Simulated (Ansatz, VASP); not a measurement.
# One calculation of Ag, two programs

The input INCAR:

```
PREC = Accurate ; ENCUT = 520
EDIFF = 1E-6 ; ISMEAR = 0
SIGMA = 0.15 ; LREAL = F
LASPH = T ; NELM = 80
ALGO = Fast ; ISIF = 2
LWAVE = F ; LCHARG = F
GGA = PE ; NBANDS = 12
```

File KPOINTS:

```
regular mesh
0
Gamma
  20 20 20
```

File POSCAR:

```
Ag
1.0
   -1.7881063200      1.7881063200      1.5232016800
    1.7881063200     -1.7881063200      1.5232016800
    1.7881063200      1.7881063200     -1.5232016800
Ag
1
Direct
    0.0000000000      0.0000000000      0.0000000000
```

Input for Ansatz:

```yaml
crystal:
  lattice:
    - [-1.78810632, 1.78810632, 1.52320168]
    - [1.78810632, -1.78810632, 1.52320168]
    - [1.78810632, 1.78810632, -1.52320168]
  atoms:
    - { symbol: Ag, position: [0.0, 0.0, 0.0] }
basis:
  ecutwfc: 420
kpoints:
  mp_grid: { grid: [20, 20, 20] }
hamiltonian:
  xc: pbe
scf:
  occupations: { method: gaussian, width: 0.15 }
output:
  forces: true
  stress: true
  eigenvalues: true
```

Change from the starting cell: strain +0.080 along x and y, -0.080 along z, atoms carried along.

Alike in both runs: task single point; functional PBE; k mesh 20 × 20 × 20; occupations gaussian, width 0.15 eV; no spin polarisation.

|  | VASP | Ansatz |
| --- | --- | --- |
| version | VASP 6.6.1 | Ansatz 0.2.0 |
| potentials or method | VASP PAW PBE potentials, release 64 (Ag), cutoff 520 eV | scalar-relativistic, plane waves, PAW |
| valence electrons in the cell | 11 | 19 |

```csv
,VASP,Ansatz,Ansatz less VASP
gap on the k mesh at the Fermi level (eV),none,none,-
pressure (GPa),-5.4,-5.4,+0.03
"traceless stress, the component that is largest in VASP (GPa)",0.20,0.20,0.000
```

A gap of «none» marks a metal or a gap that the smearing closes. VASP's potentials hold 11 valence electrons a cell and Ansatz's 19, so a difference there can come from the potentials and not from the codes.
